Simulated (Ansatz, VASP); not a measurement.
**Ru: VASP beside Ansatz**

```
CELL_PARAMETERS angstrom
2.70580 0.04059 0.00000
-1.31775 2.32300 0.00000
0.00000 0.00000 4.28190
ATOMIC_POSITIONS crystal
Ru 0.33333 0.66667 0.25000
Ru 0.66667 0.33333 0.75000
```

Alike in both runs: task single point; functional PBE; k mesh 15 × 15 × 8; occupations gaussian, width 0.1 eV; no spin polarisation.

|  | VASP | Ansatz |
| --- | --- | --- |
| version | VASP 6.6.1 | Ansatz 0.2.0 |
| potentials or method | VASP PAW PBE potentials, release 64 (Ru_pv), cutoff 500 eV | plane waves, PAW |
| valence electrons in the cell | 28 | 32 |

|  | VASP | Ansatz | Ansatz less VASP |
| --- | --- | --- | --- |
| pressure (GPa) | 4.7 | 4.7 | +0.02 |
| traceless stress, the component that is largest in VASP (GPa) | -6.24 | -6.23 | 0.000 |

VASP's potentials hold 28 valence electrons a cell and Ansatz's 32, so a difference there can come from the potentials and not from the codes.
